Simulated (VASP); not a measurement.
# AlP (F-43m) in VASP: single point with PBE

Aim: the single point of AlP with PBE.

All numbers are computed with VASP 6.6.1; they aren't measurements. Logs are shortened: lines on timing, memory, paths and dates and some standing lists are left out, and cuts for length are marked.

### 1 The cell of the first run

The structure is cubic, space group F-43m (No. 216). Conventional cell: a = 5.463 Å, b = 5.463 Å, c = 5.463 Å, α = 90.00°, β = 90.00°, γ = 90.00°. Al (site symmetry -43m) has 4 P at 2.37 Å within 3.1 Å. P (site symmetry -43m) has 4 Al at 2.37 Å within 3.1 Å.

### 2 Single point, PBE

The input, INCAR:

```
SYSTEM = AlP
ALGO = Normal
EDIFF = 1E-6
ENCUT = 500
GGA = PE
GGA_COMPAT = .FALSE.
ISIF = 2
ISMEAR = 0
LASPH = .TRUE.
LCHARG = .TRUE.
LELF = .TRUE.
LREAL = .FALSE.
LVHAR = .TRUE.
LWAVE = .FALSE.
NBANDS = 11
NELM = 120
PREC = Accurate
SIGMA = 0.01
```

The input, KPOINTS:

```
k-points
0
G
  8 8 8
  0 0 0
```

The input, POSCAR:

```
AlP
1.0
    0.0000000000      2.7315000000      2.7315000000
    2.7315000000      0.0000000000      2.7315000000
    2.7315000000      2.7315000000      0.0000000000
Al P
1 1
Direct
    0.0000000000      0.0000000000      0.0000000000
    0.2500000000      0.2500000000      0.2500000000
```

Potentials or basis: VASP PAW PBE potentials, release 64 (Al, P).

Command:

```sh
> cat potpaw_PBE.64/Al/POTCAR potpaw_PBE.64/P/POTCAR > POTCAR
> mpirun -np 1 vasp_std > vasp.out
```

OUTCAR:

```text
SYSTEM = AlP
   EDIFF = 1E-6
   ENCUT = 500
   GGA = PE
   ISIF = 2
   ISMEAR = 0
   LASPH = .TRUE.
   LREAL = .FALSE.
   NELM = 120
   PREC = Accurate

 ion  position               nearest neighbor table
   1  0.000  0.000  0.000-   2 2.37   2 2.37   2 2.37   2 2.37
   2  0.250  0.250  0.250-   1 2.37   1 2.37   1 2.37   1 2.37

  LATTYP: Found a face centered cubic cell.
 ALAT       =     5.4630000000

  Lattice vectors:

 A1 = (   0.0000000000,   2.7315000000,   2.7315000000)
 A2 = (   2.7315000000,   0.0000000000,   2.7315000000)
 A3 = (   2.7315000000,   2.7315000000,   0.0000000000)

Analysis of symmetry for initial positions (statically):
=====================================================================
 Subroutine PRICEL returns:
 Original cell was already a primitive cell.

 Routine SETGRP: Setting up the symmetry group for a
 face centered cubic supercell.

 Subroutine GETGRP returns: Found 24 space group operations
 (whereof 24 operations were pure point group operations)
 out of a pool of 48 trial point group operations.

The static configuration has the point symmetry T_d .

Analysis of symmetry for dynamics (positions and initial velocities):
=====================================================================
 Subroutine PRICEL returns:
 Original cell was already a primitive cell.

 Routine SETGRP: Setting up the symmetry group for a
 face centered cubic supercell.

 Subroutine GETGRP returns: Found 24 space group operations
 (whereof 24 operations were pure point group operations)
 out of a pool of 48 trial point group operations.

The dynamic configuration has the point symmetry T_d .

 Subroutine INISYM returns: Found 24 space group operations
 (whereof 24 operations are pure point group operations),
 and found     1 'primitive' translations

----------------------------------------------------------------------------------------

                                     Primitive cell

  volume of cell :      40.7599

  direct lattice vectors                    reciprocal lattice vectors
     0.000000000  2.731500000  2.731500000    -0.183049606  0.183049606  0.183049606
     2.731500000  0.000000000  2.731500000     0.183049606 -0.183049606  0.183049606
     2.731500000  2.731500000  0.000000000     0.183049606  0.183049606 -0.183049606

  length of vectors
     3.862924346  3.862924346  3.862924346     0.317051219  0.317051219  0.317051219

  position of ions in fractional coordinates (direct lattice)
     0.000000000  0.000000000  0.000000000
     0.250000000  0.250000000  0.250000000

  ion indices of the primitive-cell ions
   primitive index   ion index
                 1           1
                 2           2

----------------------------------------------------------------------------------------

 KPOINTS: k-points

Automatic generation of k-mesh.
 Grid dimensions read from file:
 generate k-points for:    8    8    8

 Generating k-lattice:

  Cartesian coordinates                     Fractional coordinates (reciprocal lattice)
    -0.022881201  0.022881201  0.022881201     0.125000000  0.000000000  0.000000000
     0.022881201 -0.022881201  0.022881201     0.000000000  0.125000000  0.000000000
     0.022881201  0.022881201 -0.022881201     0.000000000  0.000000000  0.125000000

  Length of vectors
     0.039631402  0.039631402  0.039631402

  Shift w.r.t. Gamma in fractional coordinates (k-lattice)
     0.000000000  0.000000000  0.000000000

 Subroutine IBZKPT returns following result:
 ===========================================

 Found     29 irreducible k-points:

 Following reciprocal coordinates:
            Coordinates               Weight
  0.000000  0.000000  0.000000      1.000000
  0.125000  0.000000  0.000000      8.000000
  0.250000  0.000000  0.000000      8.000000
  0.375000  0.000000  0.000000      8.000000
  0.500000  0.000000  0.000000      4.000000
  0.125000  0.125000  0.000000      6.000000
[... 16 lines left out ...]
  0.500000  0.250000  0.125000     48.000000
 -0.375000  0.250000  0.125000     24.000000
 [... further k-points ...]
   k-points           NKPTS =     29   k-points in BZ     NKDIM =     29   number of bands    NBANDS=     11
   number of dos      NEDOS =    301   number of ions     NIONS =      2
   total plane-waves  NPLWV =  21952
   dimension x,y,z NGX =    28 NGY =   28 NGZ =   28
   dimension x,y,z NGXF=    56 NGYF=   56 NGZF=   56
   ions per type =               1   1
   NGX,Y,Z   is equivalent  to a cutoff of  12.05, 12.05, 12.05 a.u.
   NGXF,Y,Z  is equivalent  to a cutoff of  24.10, 24.10, 24.10 a.u.
 SYSTEM =  AlP
   PREC   = accura    normal or accurate (medium, high low for compatibility)
   ISTART =      0    job   : 0-new  1-cont  2-samecut
   ICHARG =      2    charge: 1-file 2-atom 10-const
   ISPIN  =      1    spin polarized calculation?
   LNONCOLLINEAR =      F non collinear calculations
   LSORBIT =      F    spin-orbit coupling
   LASPH  =      T    aspherical Exc in radial PAW
   ENCUT  =  500.0 eV  36.75 Ry    6.06 a.u.   7.04  7.04  7.04*2*pi/ulx,y,z
   NELM   =    120;   NELMIN=  2; NELMDL= -5     # of ELM steps
   EDIFF  = 0.1E-05   stopping-criterion for ELM
   LREAL  =      F    real-space projection
   EDIFFG = 0.1E-04   stopping-criterion for IOM
   NSW    =      0    number of steps for IOM
   IBRION =     -1    ionic relax: 0-MD 1-quasi-New 2-CG
   NFREE  =      0    steps in history (QN), initial steepest desc. (CG)
   ISIF   =      2    stress and relaxation
   ISYM   =      2    0-nonsym 1-usesym 2-fastsym
   POTIM  = 0.5000    time-step for ionic-motion
   TEBEG  =    0.0;   TEEND  =   0.0 temperature during run
   PSTRESS=    0.0 pullay stress
   NELECT =       8.0000    total number of electrons
   NUPDOWN=      -1.0000    fix difference up-down
   EMIN   =  10.00;   EMAX   =-10.00  energy-range for DOS
   EFERMI =   0.00;   METHOD = LEGACY
   ISMEAR =     0;   SIGMA  =   0.01  broadening in eV -4-tet -1-fermi 0-gaus
   EFERMI_NEDOS =   21; number of points for ismear=-14 and -15
   IALGO  =     38    algorithm
   IMIX   =      4    mixing-type and parameters
     AMIX     =   0.40;   BMIX     =  1.00
     AMIX_MAG =   1.60;   BMIX_MAG =  1.00
  volume/ion in A,a.u.               =      20.38       137.53
  Fermi-wavevector in a.u.,A,eV,Ry     =   0.951394  1.797873 12.315314  0.905150
  Thomas-Fermi vector in A             =   2.079860
   LORBIT       =      0    0 simple, 1 ext, 2 COOP (PROOUT), +10 PAW based schemes
   GGA     = PE    functional components
   LHFCALC =     F    Hartree Fock is set to
   AEXX    =    0.0000 exact exchange contribution
   IVDW    =     0    specifies the selected vdW correction
   LEPSILON=     F    determine dielectric tensor
   LRPA    =     F    only Hartree local field effects (RPA)
 non-spin polarized calculation
 Gauss-broadening in eV      SIGMA  =   0.01
  energy-cutoff  :      500.00
  volume of cell :       40.76
 maximum number of plane-waves:      1056
   NGX = 15   NGY = 15   NGZ = 15

 number of electron       8.0000000 magnetization

 Free energy of the ion-electron system (eV)
  ---------------------------------------------------
  ext. energy  EPLUGINS =         0.00000000
  ---------------------------------------------------
  free energy    TOTEN  =       -10.37070098 eV

  energy without entropy =      -10.37070098  energy(sigma->0) =      -10.37070098

 E-fermi :   4.6353     XC(G=0):  -9.2025

 val. band max:        4.5653134064   @ k =   0.0000   0.0000   0.0000
 cond. band min:       6.1479831284   @ k =   0.5000   0.5000   0.0000
 fundamental gap:      1.5826697220
 Fermi energy:         4.6353324636

 k-point     1 :       0.0000    0.0000    0.0000
  band No.  band energies     occupation
      1      -6.9306      2.00000
      2       4.5653      2.00000
      3       4.5653      2.00000
      4       4.5653      2.00000
      5       7.8571      0.00000
      6       9.1246      0.00000
      7       9.1246      0.00000
      8       9.1246      0.00000
      9      13.3983      0.00000
     10      13.3983      0.00000
     11      14.8448      0.00000

 k-point     2 :       0.1250    0.0000    0.0000
  band No.  band energies     occupation
      1      -6.7585      2.00000
      2       3.3432      2.00000
      3       4.4174      2.00000
      4       4.4174      2.00000
      5       8.2702      0.00000
      6       9.4077      0.00000
      7       9.4077      0.00000
      8       9.6520      0.00000
      9      12.9109      0.00000
     10      12.9109      0.00000
     11      15.4808      0.00000

 k-point     3 :       0.2500    0.0000    0.0000
  band No.  band energies     occupation
      1      -6.2744      2.00000
      2       1.3953      2.00000
      3       4.1235      2.00000
      4       4.1235      2.00000
      5       7.8875      0.00000
      6       9.7137      0.00000
      7       9.7137      0.00000
      8      11.4918      0.00000
      9      12.8896      0.00000
     10      12.8896      0.00000
     11      14.9358      0.00000

 k-point     4 :       0.3750    0.0000    0.0000
  band No.  band energies     occupation
      1      -5.6240      2.00000
      2      -0.2442      2.00000
      3       3.8883      2.00000
      4       3.8883      2.00000
      5       7.5105      0.00000
      6       9.5267      0.00000
      7       9.5267      0.00000
      8      12.7298      0.00000
      9      14.2799      0.00000
     10      14.2799      0.00000
     11      15.2015      0.00000

 k-point     5 :       0.5000    0.0000    0.0000
  band No.  band energies     occupation
      1      -5.2557      2.00000
      2      -0.9545      2.00000
      3       3.8030      2.00000
      4       3.8030      2.00000
      5       7.3746      0.00000
      6       9.3846      0.00000
      7       9.3846      0.00000
      8      12.8357      0.00000
      9      16.0919      0.00000
     10      16.0919      0.00000
     11      16.3974      0.00000
[... 211 lines left out ...]
 k-point    21 :       0.5000    0.5000    0.0000
  band No.  band energies     occupation
      1      -4.5942      2.00000
      2      -0.7366      2.00000
      3       2.4663      2.00000
      4       2.4663      2.00000
      5       6.1480      0.00000
      6       7.0335      0.00000
      7      15.6239      0.00000
      8      15.6239      0.00000
      9      16.6125      0.00000
     10      16.6474      0.00000
     11      16.6474      0.00000

 k-point    22 :       0.3750    0.2500    0.1250
  band No.  band energies     occupation
      1      -5.8645      2.00000
      2       1.0709      2.00000
      3       2.6739      2.00000
      4       3.6535      2.00000
      5       8.4207      0.00000
      6       9.3949      0.00000
      7      10.0115      0.00000
      8      11.3755      0.00000
      9      12.9147      0.00000
     10      15.3577      0.00000
     11      17.4782      0.00000

 k-point    23 :       0.5000    0.2500    0.1250
  band No.  band energies     occupation
      1      -5.2690      2.00000
      2      -0.0388      2.00000
      3       2.1095      2.00000
      4       3.2712      2.00000
      5       8.5196      0.00000
      6       9.3627      0.00000
      7      10.6035      0.00000
      8      11.6734      0.00000
      9      14.0452      0.00000
     10      15.9070      0.00000
     11      17.3900      0.00000

 k-point    24 :      -0.3750    0.2500    0.1250
  band No.  band energies     occupation
      1      -4.9432      2.00000
      2      -0.5972      2.00000
      3       1.9751      2.00000
      4       3.0844      2.00000
      5       8.5155      0.00000
      6       9.0993      0.00000
      7      11.4537      0.00000
      8      12.2688      0.00000
      9      13.5622      0.00000
     10      16.0290      0.00000
     11      17.2957      0.00000

 [... further k-points ...]

------------------------ aborting loop because EDIFF is reached ----------------------------------------

  FORCE on cell =-STRESS in cart. coord.  units (eV):
  Direction    XX          YY          ZZ          XY          YZ          ZX
  --------------------------------------------------------------------------------------
  -------------------------------------------------------------------------------------
  Total        0.5167780      0.5167780      0.5167780      0.0000000      0.0000000     -0.0000000
  in kB       20.3133250     20.3133250     20.3133250      0.0000000      0.0000000     -0.0000000
  external PRESSURE =      20.3133250 kB  Pullay stress =       0.0000000 kB

 VOLUME and BASIS-vectors are now :
 -----------------------------------------------------------------------------
  energy-cutoff  :      500.00
  volume of cell :       40.76
      direct lattice vectors                 reciprocal lattice vectors
     0.000000000  2.731500000  2.731500000    -0.183049606  0.183049606  0.183049606
     2.731500000  0.000000000  2.731500000     0.183049606 -0.183049606  0.183049606
     2.731500000  2.731500000  0.000000000     0.183049606  0.183049606 -0.183049606

 POSITION                                       TOTAL-FORCE (eV/Angst)
 -----------------------------------------------------------------------------------
      0.00000      0.00000      0.00000        -0.000000     -0.000000     -0.000000
      1.36575      1.36575      1.36575         0.000000      0.000000      0.000000
 -----------------------------------------------------------------------------------
    total drift:                               -0.000000     -0.000000      0.000000

  FREE ENERGIE OF THE ION-ELECTRON SYSTEM (eV)
  ---------------------------------------------------
  free  energy   TOTEN  =       -10.3707009770 eV

  energy  without entropy=      -10.3707009770  energy(sigma->0) =      -10.37070098
```

Run time: 17 s. Hardware: 1 thread of AMD EPYC 7R13, shared host; peak memory 0.12 GiB.

Results:

```yaml
Free_energy: -10.3707 eV
Pressure: 2.0 GPa
Band_gap_on_the_k_mesh: 1.58 eV, indirect (least direct gap 3.29 eV)
```

Levels at points of the mesh, in eV from the valence-band top:
```csv
k point,band 2,band 3,band 4,band 5,band 6,band 7
"(0.00, 0.00, 0.00)",0.00,0.00,0.00,3.29,4.56,4.56
"(0.50, 0.00, 0.00)",-5.52,-0.76,-0.76,2.81,4.82,4.82
"(0.50, 0.50, 0.00)",-5.30,-2.10,-2.10,1.58,2.47,11.06
```

A k mesh can miss the band edges.
